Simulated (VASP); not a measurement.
Here is a VASP 6.6.1 calculation.

Contents of INCAR:

```
SYSTEM = NbP
ALGO = Normal ; EDIFF = 1E-6
EDIFFG = -0.01 ; ENCUT = 600
GGA = PE ; IBRION = 2
ISIF = 3 ; ISMEAR = -1
IVDW = 13 ; LASPH = .True.
LCHARG = .False. ; LREAL = .False.
LWAVE = .False. ; NELM = 100
NSW = 60 ; PREC = Accurate
SIGMA = 0.05
```

File KPOINTS:

```
k-points
0
Gamma
  11 11 11
  0 0 0
```

Contents of POSCAR:

```
NbP
1.0
   -1.6749232544      1.6749232544      5.7401081759
    1.6749232544     -1.6749232544      5.7401081759
    1.6749232544      1.6749232544     -5.7401081759
Nb P
2 2
Direct
    0.2498808000      0.7498808000      0.5000000000
    0.4998808000      0.4998808000      0.0000000000
    0.8327477700      0.3327477700      0.5000000000
    0.0827477700      0.0827477700      0.0000000000
```

Potentials or basis: VASP PAW PBE potentials, release 64 (Nb_sv, P).

The run is started by

```console
$ cat potpaw_PBE.64/Nb_sv/POTCAR potpaw_PBE.64/P/POTCAR > POTCAR
$ mpirun -np 1 vasp_std > vasp.out
```

Problem. Estimate the relaxed cell.

Solution. a = 6.127 Å, b = 6.127 Å, c = 6.127 Å, α = 148.51°, β = 148.51°, γ = 45.13°.

Problem. What does it give for the space group after relaxing (to 0.1 Å)?

Solution. I4_1md (No. 109).

Problem. Predict the band gap on the k mesh.

Solution. 0.05 eV (least direct gap 0.06 eV).

Step by step:
| step | energy change (eV) | largest force (eV/Å) | pressure (GPa) | volume (Å³) |
| --- | --- | --- | --- | --- |
| 1 | 0.0000 | 0.0142 | -5.39 | 64.41 |
| 2 | 0.0724 | 0.0399 | 11.30 | 59.49 |
| 3 | -0.0315 | 0.0223 | -0.08 | 62.61 |
| 4 | -0.0315 | 0.0225 | 0.05 | 62.58 |
| 5 | -0.0324 | 0.0301 | 0.04 | 62.55 |
| 6 | -0.0325 | 0.0332 | 0.04 | 62.54 |
| 7 | -0.0325 | 0.0334 | 0.04 | 62.54 |
| 8 | -0.0326 | 0.0058 | -0.04 | 62.57 |

Caveat: an odd mesh through Γ misses points on the zone boundary, where band edges can lie.
